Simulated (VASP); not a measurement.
# Sn3Br (P6/mmm) in VASP: notebook, part 2 of 2

VASP 6.6.1.

## Step 3: Single point, PBE

This run uses another cell than the first one, of 29.47 Å³/atom, 0.990 times its volume.

INCAR reads:

```
PREC = Accurate
ENCUT = 520
EDIFF = 1E-7
ISMEAR = 0
SIGMA = 0.1
LREAL = False
LASPH = True
NELM = 80
ALGO = Normal
ISIF = 2
LWAVE = False
LCHARG = False
GGA = PE
NBANDS = 32
```

KPOINTS reads:

```
regular mesh
0
Gamma
  6 6 4
```

POSCAR reads:

```
Sn3Br
1.0
    6.7951636937      0.0000000043      0.0000000000
   -3.3975818505      5.8847843795      0.0000000000
    0.0000000000      0.0000000000      2.9482659082
Sn Br
3 1
Direct
    0.5000000000      0.0000000000      0.0000000000
    0.0000000000      0.5000000000      0.0000000000
    0.5000000000      0.5000000000      0.0000000000
    0.0000000000      0.0000000000      0.0000000000
```

Potentials or basis: VASP PAW PBE potentials, release 64 (Sn_d, Br).

Command:

```sh
cat potpaw_PBE.64/Sn_d/POTCAR potpaw_PBE.64/Br/POTCAR > POTCAR
mpirun -np 1 vasp_std > vasp.out
```

OUTCAR:

```text
PREC = Accurate
   ENCUT = 520
   EDIFF = 1E-7
   ISMEAR = 0
   LREAL = False
   LASPH = True
   NELM = 80
   ISIF = 2
   GGA = PE

 ion  position               nearest neighbor table
   1  0.500  0.000  0.000-   3 3.40   3 3.40   2 3.40   2 3.40
   2  0.000  0.500  0.000-   3 3.40   3 3.40   1 3.40   1 3.40
   3  0.500  0.500  0.000-   1 3.40   1 3.40   2 3.40   2 3.40
   4  0.000  0.000  0.000-

  LATTYP: Found a hexagonal cell.
 ALAT       =     6.7951636937
 C/A-ratio  =     0.4338770986

  Lattice vectors:

 A1 = (   6.7951636937,   0.0000000043,   0.0000000000)
 A2 = (  -3.3975818505,   5.8847843795,   0.0000000000)
 A3 = (   0.0000000000,   0.0000000000,   2.9482659082)

Analysis of symmetry for initial positions (statically):
=====================================================================
 Subroutine PRICEL returns:
 Original cell was already a primitive cell.

 Routine SETGRP: Setting up the symmetry group for a
 hexagonal supercell.

 Subroutine GETGRP returns: Found 24 space group operations
 (whereof 24 operations were pure point group operations)
 out of a pool of 24 trial point group operations.

The static configuration has the point symmetry D_6h.

Analysis of symmetry for dynamics (positions and initial velocities):
=====================================================================
 Subroutine PRICEL returns:
 Original cell was already a primitive cell.

 Routine SETGRP: Setting up the symmetry group for a
 hexagonal supercell.

 Subroutine GETGRP returns: Found 24 space group operations
 (whereof 24 operations were pure point group operations)
 out of a pool of 24 trial point group operations.

The dynamic configuration has the point symmetry D_6h.

 Subroutine INISYM returns: Found 24 space group operations
 (whereof 24 operations are pure point group operations),
 and found     1 'primitive' translations

----------------------------------------------------------------------------------------

                                     Primitive cell

  volume of cell :     117.8955

  direct lattice vectors                    reciprocal lattice vectors
     6.795163694  0.000000004  0.000000000     0.147163489  0.084964880  0.000000000
    -3.397581850  5.884784380  0.000000000    -0.000000000  0.169929760  0.000000000
     0.000000000  0.000000000  2.948265908     0.000000000  0.000000000  0.339182432

  length of vectors
     6.795163694  6.795163694  2.948265908     0.169929760  0.169929760  0.339182432

  position of ions in fractional coordinates (direct lattice)
     0.500000000  1.000000000  0.000000000
     0.000000000  0.500000000  0.000000000
     0.500000000  0.500000000  0.000000000
     0.000000000  0.000000000  0.000000000

  ion indices of the primitive-cell ions
   primitive index   ion index
                 1           1
                 2           2
                 3           3
                 4           4

----------------------------------------------------------------------------------------

 KPOINTS: regular mesh

Automatic generation of k-mesh.
 Grid dimensions read from file:
 generate k-points for:    6    6    4

 Generating k-lattice:

  Cartesian coordinates                     Fractional coordinates (reciprocal lattice)
     0.024527248  0.014160813  0.000000000     0.166666667  0.000000000  0.000000000
    -0.000000000  0.028321627  0.000000000     0.000000000  0.166666667  0.000000000
     0.000000000  0.000000000  0.084795608     0.000000000  0.000000000  0.250000000

  Length of vectors
     0.028321627  0.028321627  0.084795608

  Shift w.r.t. Gamma in fractional coordinates (k-lattice)
     0.000000000  0.000000000  0.000000000

 Subroutine IBZKPT returns following result:
 ===========================================

 Found     21 irreducible k-points:

 Following reciprocal coordinates:
            Coordinates               Weight
  0.000000  0.000000  0.000000      1.000000
  0.166667  0.000000  0.000000      6.000000
  0.333333 -0.000000  0.000000      6.000000
  0.500000  0.000000  0.000000      3.000000
  0.166667  0.166667  0.000000      6.000000
  0.333333  0.166667  0.000000     12.000000
[... 13 lines left out ...]
  0.333333  0.166667  0.500000     12.000000
  0.333333  0.333333  0.500000      2.000000
   k-points           NKPTS =     21   k-points in BZ     NKDIM =     21   number of bands    NBANDS=     32
   number of dos      NEDOS =    301   number of ions     NIONS =      4
   total plane-waves  NPLWV =  69984
   dimension x,y,z NGX =    54 NGY =   54 NGZ =   24
   dimension x,y,z NGXF=   108 NGYF=  108 NGZF=   48
   ions per type =               3   1
   NGX,Y,Z   is equivalent  to a cutoff of  13.21, 13.21, 13.53 a.u.
   NGXF,Y,Z  is equivalent  to a cutoff of  26.42, 26.42, 27.07 a.u.
 SYSTEM =  unknown system
   PREC   = accura    normal or accurate (medium, high low for compatibility)
   ISTART =      0    job   : 0-new  1-cont  2-samecut
   ICHARG =      2    charge: 1-file 2-atom 10-const
   ISPIN  =      1    spin polarized calculation?
   LNONCOLLINEAR =      F non collinear calculations
   LSORBIT =      F    spin-orbit coupling
   LASPH  =      T    aspherical Exc in radial PAW
   ENCUT  =  520.0 eV  38.22 Ry    6.18 a.u.  12.63 12.63  5.48*2*pi/ulx,y,z
   NELM   =     80;   NELMIN=  2; NELMDL= -5     # of ELM steps
   EDIFF  = 0.1E-06   stopping-criterion for ELM
   LREAL  =      F    real-space projection
   EDIFFG = 0.1E-05   stopping-criterion for IOM
   NSW    =      0    number of steps for IOM
   IBRION =     -1    ionic relax: 0-MD 1-quasi-New 2-CG
   NFREE  =      0    steps in history (QN), initial steepest desc. (CG)
   ISIF   =      2    stress and relaxation
   ISYM   =      2    0-nonsym 1-usesym 2-fastsym
   POTIM  = 0.5000    time-step for ionic-motion
   TEBEG  =    0.0;   TEEND  =   0.0 temperature during run
   PSTRESS=    0.0 pullay stress
   NELECT =      49.0000    total number of electrons
   NUPDOWN=      -1.0000    fix difference up-down
   EMIN   =  10.00;   EMAX   =-10.00  energy-range for DOS
   EFERMI =   0.00;   METHOD = LEGACY
   ISMEAR =     0;   SIGMA  =   0.10  broadening in eV -4-tet -1-fermi 0-gaus
   EFERMI_NEDOS =   21; number of points for ismear=-14 and -15
   IALGO  =     38    algorithm
   IMIX   =      4    mixing-type and parameters
     AMIX     =   0.40;   BMIX     =  1.00
     AMIX_MAG =   1.60;   BMIX_MAG =  1.00
  volume/ion in A,a.u.               =      29.47       198.90
  Fermi-wavevector in a.u.,A,eV,Ry     =   1.221728  2.308731 20.308314  1.492619
  Thomas-Fermi vector in A             =   2.356900
   LORBIT       =      0    0 simple, 1 ext, 2 COOP (PROOUT), +10 PAW based schemes
   GGA     = PE    functional components
   LHFCALC =     F    Hartree Fock is set to
   AEXX    =    0.0000 exact exchange contribution
   IVDW    =     0    specifies the selected vdW correction
   LEPSILON=     F    determine dielectric tensor
   LRPA    =     F    only Hartree local field effects (RPA)
 non-spin polarized calculation
 Gauss-broadening in eV      SIGMA  =   0.10
  energy-cutoff  :      520.00
  volume of cell :      117.90
 maximum number of plane-waves:      3196
 NGX is ok and might be reduce to    54
   NGX = 25   NGY = 25   NGZ = 11

 number of electron      48.9999981 magnetization

 Free energy of the ion-electron system (eV)
  ---------------------------------------------------
  ext. energy  EPLUGINS =         0.00000000
  ---------------------------------------------------
  free energy    TOTEN  =       -13.13864560 eV

  energy without entropy =      -13.11681757  energy(sigma->0) =      -13.12773158

 E-fermi :   6.2467     XC(G=0):  -9.6207

 val. band max:        6.2072773329   @ k =   0.1667   0.0000   0.2500
 cond. band min:       6.2505678026   @ k =   0.0000   0.0000   0.0000
 fundamental gap:      0.0432904697
 Fermi energy:         6.2467453876

 k-point     1 :       0.0000    0.0000    0.0000
  band No.  band energies     occupation
      1     -15.9223      2.00000
      2     -15.8882      2.00000
      3     -15.8882      2.00000
      4     -15.6926      2.00000
      5     -15.6840      2.00000
      6     -15.6840      2.00000
[... 724 lines left out ...]
     31      10.6866      0.00000
     32      10.6866      0.00000

------------------------ aborting loop because EDIFF is reached ----------------------------------------

  FORCE on cell =-STRESS in cart. coord.  units (eV):
  Direction    XX          YY          ZZ          XY          YZ          ZX
  --------------------------------------------------------------------------------------
  -------------------------------------------------------------------------------------
  Total        0.0188593      0.0188593     -0.2611703      0.0000000      0.0000000      0.0000000
  in kB        0.2562937      0.2562937     -3.5492552      0.0000000      0.0000000      0.0000000
  external PRESSURE =      -1.0122226 kB  Pullay stress =       0.0000000 kB

 VOLUME and BASIS-vectors are now :
 -----------------------------------------------------------------------------
  energy-cutoff  :      520.00
  volume of cell :      117.90
      direct lattice vectors                 reciprocal lattice vectors
     6.795163694  0.000000004  0.000000000     0.147163489  0.084964880  0.000000000
    -3.397581850  5.884784380  0.000000000    -0.000000000  0.169929760  0.000000000
     0.000000000  0.000000000  2.948265908     0.000000000  0.000000000  0.339182432

 POSITION                                       TOTAL-FORCE (eV/Angst)
 -----------------------------------------------------------------------------------
      3.39758      0.00000      0.00000        -0.000000      0.000000      0.000000
     -1.69879      2.94239      0.00000        -0.000000      0.000000      0.000000
      1.69879      2.94239      0.00000         0.000000      0.000000      0.000000
      0.00000      0.00000      0.00000        -0.000000      0.000000      0.000000
 -----------------------------------------------------------------------------------
    total drift:                                0.000000     -0.000000      0.000000

  FREE ENERGIE OF THE ION-ELECTRON SYSTEM (eV)
  ---------------------------------------------------
  free  energy   TOTEN  =       -13.1386455969 eV

  energy  without entropy=      -13.1168175660  energy(sigma->0) =      -13.12773158
```

stdout:

```text
POSCAR found type information on POSCAR SnBr
 POSCAR found :  2 types and       4 ions
 scaLAPACK will be used
 LDA part: xc-table for (Slater+PW92), standard interpolation
 POSCAR, INCAR and KPOINTS ok, starting setup
 FFT: planning ... GRIDC
 FFT: planning ... GRID_SOFT
 FFT: planning ... GRID
 WAVECAR not read
 entering main loop
```

It took 56 s on 1 thread of Intel Xeon Platinum 8559C (Emerald Rapids), shared host; peak memory 0.27 GiB.

What came out:

```yaml
Free_energy: -13.1386 eV
Pressure: -0.1 GPa
```

Levels at points of the mesh, in eV from the Fermi level:
```tsv
k point	band 20	band 21	band 22	band 23	band 24	band 25	band 26	band 27	band 28	band 29
(0.00, 0.00, 0.00)	-5.46	-5.46	-4.57	-0.40	-0.40	0.00	2.48	4.11	4.11	4.65
(0.50, 0.00, 0.00)	-4.42	-3.84	-3.30	-0.93	-0.68	-0.63	0.01	0.86	3.35	6.29
(0.00, 0.00, 0.50)	-3.73	-3.73	-3.71	-3.71	-2.28	-2.28	-1.67	1.94	1.94	2.90
(0.50, 0.00, 0.50)	-4.60	-3.85	-3.06	-2.37	-2.36	-2.33	-0.34	2.00	2.52	2.56
```

Caveat: the k points lie up to 0.53 Å⁻¹ apart; spin-orbit coupling is left out, which moves the levels of the heavy elements; an odd number of electrons without spin polarisation forces a metal; a magnetic or distorted state may lie lower.

## Step 4: Single point, PBE

This run uses another cell than the first one, of 31.43 Å³/atom, 1.055 times its volume.

INCAR reads:

```
SYSTEM = Sn3Br
ALGO = Normal
EDIFF = 1E-6
ENCUT = 520
GGA = PE
ISIF = 2
ISMEAR = 0
LASPH = .TRUE.
LCHARG = .FALSE.
LREAL = .FALSE.
LWAVE = .FALSE.
NBANDS = 32
NELM = 100
PREC = Accurate
SIGMA = 0.1
```

KPOINTS reads:

```
k-points
0
G
  6 6 4
  0 0 0
```

POSCAR reads:

```
Sn3Br
1.0
    4.5778769100      0.0000000000      0.0000000000
   -2.2889384600      3.9645577000      0.0000000000
    0.0000000000      0.0000000000      6.9264965000
Sn Br
3 1
Direct
    0.5000000000      0.0000000000      0.0000000000
    0.0000000000      0.5000000000      0.0000000000
    0.5000000000      0.5000000000      0.0000000000
    0.0000000000      0.0000000000      0.0000000000
```

Command:

```sh
cat potpaw_PBE.64/Sn_d/POTCAR potpaw_PBE.64/Br/POTCAR > POTCAR
mpirun -np 1 vasp_std > vasp.out
```

Run time: 50 s. Hardware: 1 thread of Intel Xeon Platinum 8559C (Emerald Rapids), shared host; peak memory 0.27 GiB.

The run converged. Its results:

```yaml
Free_energy: 15.5123 eV
Pressure: 103.2 GPa
```

Stress tensor (GPa, compression positive):
```
154.82   0.00   0.00
  0.00 154.82   0.00
  0.00   0.00  -0.10
```

Levels at points of the mesh, in eV from the Fermi level:
| k point | band 21 | band 22 | band 23 | band 24 | band 25 | band 26 | band 27 | band 28 |
| --- | --- | --- | --- | --- | --- | --- | --- | --- |
| (0.00, 0.00, 0.00) | -8.44 | -4.23 | -4.23 | -2.90 | 0.13 | 2.12 | 2.12 | 3.94 |
| (0.50, 0.00, 0.00) | -4.62 | -3.59 | -2.15 | -0.81 | -0.08 | -0.08 | 0.42 | 2.09 |
| (0.00, 0.00, 0.50) | -8.44 | -4.23 | -4.23 | -2.98 | 1.61 | 2.07 | 2.07 | 2.14 |
| (0.50, 0.00, 0.50) | -4.67 | -3.58 | -2.15 | -0.91 | -0.08 | -0.06 | 0.37 | 3.12 |

Caveat: spin-orbit coupling is left out, which moves the levels of the heavy elements; an odd number of electrons without spin polarisation forces a metal; a magnetic or distorted state may lie lower.

## Step 5: Summary

```tsv
cell	k mesh	gap on the mesh (eV)	pressure (GPa)
a = 6.523, b = 6.523, c = 3.233 Å, angles 90.0, 90.0, 120.0°, 4 atoms	3 × 3 × 6	none	-0.2
a = 6.795, b = 6.795, c = 2.948 Å, angles 90.0, 90.0, 120.0°, 4 atoms	6 × 6 × 4	none	-0.1
a = 4.578, b = 4.578, c = 6.926 Å, angles 90.0, 90.0, 120.0°, 4 atoms	6 × 6 × 4	none	103.2
```

Alike in all rows: task single point; level PBE; potentials or basis VASP PAW PBE potentials, release 64 (Sn_d, Br); no spin polarisation; cutoff (eV) 520; smearing gaussian 0.1 eV.

Caveats: some runs use coarse meshes; spin-orbit coupling is left out, which moves the levels of the heavy elements; an odd number of electrons without spin polarisation forces a metal; a magnetic or distorted state may lie lower.

Total energies depend on the potentials used, so only differences within one code and one set of settings carry meaning.
